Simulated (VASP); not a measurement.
# Yb (P6/mmm) in VASP: single point with RPBE

Aim: the single point of Yb with RPBE.

All numbers are computed with VASP 6.6.1; they aren't measurements. Logs are shortened: lines on timing, memory, paths and dates and some standing lists are left out, and cuts for length are marked.

## (1) The cell of the first run

It takes space group P6/mmm (No. 191, hexagonal). Conventional cell: a = 6.237 Å, b = 6.237 Å, c = 3.735 Å, α = 90.00°, β = 90.00°, γ = 120.00°. Yb (site symmetry 6/mmm) has 14 Yb at 3.74 to 4.06 Å within 4.9 Å. Within 4.7 Å of Yb (site symmetry -6m2) lie 11 Yb at 3.60 to 4.06 Å.

This isn't the form of Yb at room conditions, which is fcc.

## (2) Single point, RPBE (41.95 Å³/atom)

File INCAR:

```
SYSTEM = Yb
PREC = Accurate
ENCUT = 520
EDIFF = 1E-6
ISMEAR = -1
SIGMA = 0.1
LREAL = .FALSE.
LASPH = .TRUE.
NELM = 100
ALGO = Normal
ISIF = 2
LWAVE = .FALSE.
LCHARG = .FALSE.
GGA = RP
NBANDS = 43
```

File KPOINTS:

```
regular mesh
0
G
  7 7 10
  0 0 0
```

File POSCAR:

```
Yb
1.0
    6.2370117361      0.0000000000      0.0000000000
   -3.1185058680      5.4014106072      0.0000000000
    0.0000000000      0.0000000000      3.7352340763
Yb
3
Direct
    0.0000000000      0.0000000000      0.0000000000
    0.3333333333      0.6666666667      0.5000000000
    0.6666666667      0.3333333333      0.5000000000
```

Potentials or basis: VASP PAW PBE potentials, release 64 (Yb).

The run is started by

```console
$ cat potpaw_PBE.64/Yb/POTCAR > POTCAR
$ mpirun -np 1 vasp_std > vasp.out
```

OUTCAR:

```text
SYSTEM = Yb
   PREC = Accurate
   ENCUT = 520
   EDIFF = 1E-6
   ISMEAR = -1
   LREAL = .FALSE.
   LASPH = .TRUE.
   NELM = 100
   ISIF = 2
   GGA = RP

 ion  position               nearest neighbor table
   1  0.000  0.000  0.000-
   2  0.333  0.667  0.500-   3 3.60   3 3.60   3 3.60
   3  0.667  0.333  0.500-   2 3.60   2 3.60   2 3.60

  LATTYP: Found a hexagonal cell.
 ALAT       =     6.2370117361
 C/A-ratio  =     0.5988820022

  Lattice vectors:

 A1 = (   6.2370117361,   0.0000000000,   0.0000000000)
 A2 = (  -3.1185058680,   5.4014106072,   0.0000000000)
 A3 = (   0.0000000000,   0.0000000000,   3.7352340763)

Analysis of symmetry for initial positions (statically):
=====================================================================
 Subroutine PRICEL returns:
 Original cell was already a primitive cell.

 Routine SETGRP: Setting up the symmetry group for a
 hexagonal supercell.

 Subroutine GETGRP returns: Found 24 space group operations
 (whereof 24 operations were pure point group operations)
 out of a pool of 24 trial point group operations.

The static configuration has the point symmetry D_6h.

Analysis of symmetry for dynamics (positions and initial velocities):
=====================================================================
 Subroutine PRICEL returns:
 Original cell was already a primitive cell.

 Routine SETGRP: Setting up the symmetry group for a
 hexagonal supercell.

 Subroutine GETGRP returns: Found 24 space group operations
 (whereof 24 operations were pure point group operations)
 out of a pool of 24 trial point group operations.

The dynamic configuration has the point symmetry D_6h.

 Subroutine INISYM returns: Found 24 space group operations
 (whereof 24 operations are pure point group operations),
 and found     1 'primitive' translations

----------------------------------------------------------------------------------------

                                     Primitive cell

  volume of cell :     125.8350

  direct lattice vectors                    reciprocal lattice vectors
     6.237011736  0.000000000  0.000000000     0.160333192  0.092568412  0.000000000
    -3.118505868  5.401410607  0.000000000     0.000000000  0.185136823  0.000000000
     0.000000000  0.000000000  3.735234076     0.000000000  0.000000000  0.267720839

  length of vectors
     6.237011736  6.237011736  3.735234076     0.185136823  0.185136823  0.267720839

  position of ions in fractional coordinates (direct lattice)
     0.000000000  0.000000000  0.000000000
     0.333333333  0.666666667  0.500000000
     0.666666667  0.333333333  0.500000000

  ion indices of the primitive-cell ions
   primitive index   ion index
                 1           1
                 2           2
                 3           3

----------------------------------------------------------------------------------------

 KPOINTS: regular mesh

Automatic generation of k-mesh.
 Grid dimensions read from file:
 generate k-points for:    7    7   10

 Generating k-lattice:

  Cartesian coordinates                     Fractional coordinates (reciprocal lattice)
     0.022904742  0.013224059  0.000000000     0.142857143 -0.000000000  0.000000000
     0.000000000  0.026448118  0.000000000     0.000000000  0.142857143  0.000000000
     0.000000000  0.000000000  0.026772084     0.000000000  0.000000000  0.100000000

  Length of vectors
     0.026448118  0.026448118  0.026772084

  Shift w.r.t. Gamma in fractional coordinates (k-lattice)
     0.000000000  0.000000000  0.000000000

 Subroutine IBZKPT returns following result:
 ===========================================

 Found     48 irreducible k-points:

 Following reciprocal coordinates:
            Coordinates               Weight
  0.000000  0.000000  0.000000      1.000000
  0.142857 -0.000000  0.000000      6.000000
  0.285714  0.000000  0.000000      6.000000
  0.428571 -0.000000  0.000000      6.000000
  0.142857  0.142857  0.000000      6.000000
  0.285714  0.142857  0.000000     12.000000
[... 16 lines left out ...]
  0.428571  0.142857  0.200000     12.000000
  0.285714  0.285714  0.200000     12.000000
 [... further k-points ...]
   k-points           NKPTS =     48   k-points in BZ     NKDIM =     48   number of bands    NBANDS=     43
   number of dos      NEDOS =    301   number of ions     NIONS =      3
   total plane-waves  NPLWV =  64512
   dimension x,y,z NGX =    48 NGY =   48 NGZ =   28
   dimension x,y,z NGXF=    96 NGYF=   96 NGZF=   56
   ions per type =               3
   NGX,Y,Z   is equivalent  to a cutoff of  12.79, 12.79, 12.46 a.u.
   NGXF,Y,Z  is equivalent  to a cutoff of  25.59, 25.59, 24.92 a.u.
 SYSTEM =  Yb
   PREC   = accura    normal or accurate (medium, high low for compatibility)
   ISTART =      0    job   : 0-new  1-cont  2-samecut
   ICHARG =      2    charge: 1-file 2-atom 10-const
   ISPIN  =      1    spin polarized calculation?
   LNONCOLLINEAR =      F non collinear calculations
   LSORBIT =      F    spin-orbit coupling
   LASPH  =      T    aspherical Exc in radial PAW
   ENCUT  =  520.0 eV  38.22 Ry    6.18 a.u.  11.60 11.60  6.95*2*pi/ulx,y,z
   NELM   =    100;   NELMIN=  2; NELMDL= -5     # of ELM steps
   EDIFF  = 0.1E-05   stopping-criterion for ELM
   LREAL  =      F    real-space projection
   EDIFFG = 0.1E-04   stopping-criterion for IOM
   NSW    =      0    number of steps for IOM
   IBRION =     -1    ionic relax: 0-MD 1-quasi-New 2-CG
   NFREE  =      0    steps in history (QN), initial steepest desc. (CG)
   ISIF   =      2    stress and relaxation
   ISYM   =      2    0-nonsym 1-usesym 2-fastsym
   POTIM  = 0.5000    time-step for ionic-motion
   TEBEG  =    0.0;   TEEND  =   0.0 temperature during run
   PSTRESS=    0.0 pullay stress
   NELECT =      72.0000    total number of electrons
   NUPDOWN=      -1.0000    fix difference up-down
   EMIN   =  10.00;   EMAX   =-10.00  energy-range for DOS
   EFERMI =   0.00;   METHOD = LEGACY
   ISMEAR =    -1;   SIGMA  =   0.10  broadening in eV -4-tet -1-fermi 0-gaus
   EFERMI_NEDOS =   21; number of points for ismear=-14 and -15
   IALGO  =     38    algorithm
   IMIX   =      4    mixing-type and parameters
     AMIX     =   0.40;   BMIX     =  1.00
     AMIX_MAG =   1.60;   BMIX_MAG =  1.00
  volume/ion in A,a.u.               =      41.95       283.06
  Fermi-wavevector in a.u.,A,eV,Ry     =   1.359101  2.568329 25.132085  1.847156
  Thomas-Fermi vector in A             =   2.485878
   LORBIT       =      0    0 simple, 1 ext, 2 COOP (PROOUT), +10 PAW based schemes
   GGA     = RP    functional components
   LHFCALC =     F    Hartree Fock is set to
   AEXX    =    0.0000 exact exchange contribution
   IVDW    =     0    specifies the selected vdW correction
   LEPSILON=     F    determine dielectric tensor
   LRPA    =     F    only Hartree local field effects (RPA)
 non-spin polarized calculation
  energy-cutoff  :      520.00
  volume of cell :      125.84
 maximum number of plane-waves:      3416
 NGX is ok and might be reduce to    48
   NGX = 23   NGY = 23   NGZ = 13

 number of electron      72.0000070 magnetization

 Free energy of the ion-electron system (eV)
  ---------------------------------------------------
  ext. energy  EPLUGINS =         0.00000000
  ---------------------------------------------------
  free energy    TOTEN  =        -9.74856123 eV

  energy without entropy =       -9.42963641  energy(sigma->0) =       -9.58909882

 E-fermi :   1.2407     XC(G=0):  -8.6507

 val. band max:        1.2381140532   @ k =   0.4286   0.1429   0.5000
 cond. band min:       1.2433743044   @ k =   0.1429  -0.0000   0.5000
 fundamental gap:      0.0052602512
 Fermi energy:         1.2407157093

 k-point     1 :       0.0000    0.0000    0.0000
  band No.  band energies     occupation
      1     -50.7730      2.00000
      2     -50.7605      2.00000
      3     -50.7571      2.00000
      4     -23.1944      2.00000
      5     -23.1944      2.00000
      6     -23.1067      2.00000
[... 35 lines left out ...]
     42       4.4011      0.00000
     43       4.4011      0.00000

 k-point     2 :       0.1429   -0.0000    0.0000
  band No.  band energies     occupation
      1     -50.7724      2.00000
      2     -50.7610      2.00000
      3     -50.7571      2.00000
      4     -23.2022      2.00000
      5     -23.1940      2.00000
      6     -23.0964      2.00000
[... 35 lines left out ...]
     42       4.1703      0.00000
     43       4.5136      0.00000

 k-point     3 :       0.2857    0.0000    0.0000
  band No.  band energies     occupation
      1     -50.7708      2.00000
      2     -50.7624      2.00000
      3     -50.7573      2.00000
      4     -23.2161      2.00000
      5     -23.1846      2.00000
      6     -23.0752      2.00000
[... 35 lines left out ...]
     42       3.6215      0.00000
     43       4.4900      0.00000

 k-point     4 :       0.4286   -0.0000    0.0000
  band No.  band energies     occupation
      1     -50.7689      2.00000
      2     -50.7642      2.00000
      3     -50.7575      2.00000
      4     -23.2252      2.00000
      5     -23.1626      2.00000
      6     -23.0932      2.00000
[... 863 lines left out ...]
     42       3.4703      0.00000
     43       3.6759      0.00000

 k-point    23 :       0.4286    0.1429    0.2000
  band No.  band energies     occupation
      1     -50.7664      2.00000
      2     -50.7633      2.00000
      3     -50.7559      2.00000
      4     -23.2127      2.00000
      5     -23.1546      2.00000
      6     -23.1086      2.00000
[... 35 lines left out ...]
     42       3.4150      0.00000
     43       3.7319      0.00000

 k-point    24 :       0.2857    0.2857    0.2000
  band No.  band energies     occupation
      1     -50.7660      2.00000
      2     -50.7637      2.00000
      3     -50.7560      2.00000
      4     -23.2114      2.00000
      5     -23.1485      2.00000
      6     -23.1170      2.00000
[... 35 lines left out ...]
     42       3.2450      0.00000
     43       3.9100      0.00000

 [... further k-points ...]
[... 5 lines left out ...]
  --------------------------------------------------------------------------------------
  -------------------------------------------------------------------------------------
  Total       -0.5665002     -0.5665002     -0.4919371     -0.0000000      0.0000000     -0.0000000
  in kB       -7.2128865     -7.2128865     -6.2635210     -0.0000000      0.0000000     -0.0000000
  external PRESSURE =      -6.8964313 kB  Pullay stress =       0.0000000 kB

 VOLUME and BASIS-vectors are now :
 -----------------------------------------------------------------------------
  energy-cutoff  :      520.00
  volume of cell :      125.84
      direct lattice vectors                 reciprocal lattice vectors
     6.237011736  0.000000000  0.000000000     0.160333192  0.092568412  0.000000000
    -3.118505868  5.401410607  0.000000000     0.000000000  0.185136823  0.000000000
     0.000000000  0.000000000  3.735234076     0.000000000  0.000000000  0.267720839

 POSITION                                       TOTAL-FORCE (eV/Angst)
 -----------------------------------------------------------------------------------
      0.00000      0.00000      0.00000         0.000000     -0.000000      0.000000
     -0.00000      3.60094      1.86762         0.000000     -0.000000      0.000000
      3.11851      1.80047      1.86762        -0.000000      0.000000     -0.000000
 -----------------------------------------------------------------------------------
    total drift:                               -0.000000      0.000000     -0.000000

  FREE ENERGIE OF THE ION-ELECTRON SYSTEM (eV)
  ---------------------------------------------------
  free  energy   TOTEN  =        -9.7485612281 eV

  energy  without entropy=       -9.4296364102  energy(sigma->0) =       -9.58909882
```

It took 12 min on 1 thread of Intel Xeon Platinum 8488C (Sapphire Rapids), shared host; peak memory 0.39 GiB.

Results:

```yaml
Free_energy: -9.7486 eV
Pressure: -0.7 GPa
Band_gap_on_the_k_mesh: zero (bands 36 and 37 overlap by 0.21 eV)
```

Levels at points of the mesh, in eV from the Fermi level:
```csv
k point,band 34,band 35,band 36,band 37,band 38,band 39
"(0.00, 0.00, 0.00)",-0.45,-0.26,0.14,0.14,0.17,0.17
"(0.00, 0.00, 0.50)",-0.48,-0.47,0.01,0.01,0.18,0.18
```

Caveat: the PAW data sets were made with another functional, which shifts forces and pressure a little; spin-orbit coupling is left out, which moves the levels of the heavy elements.
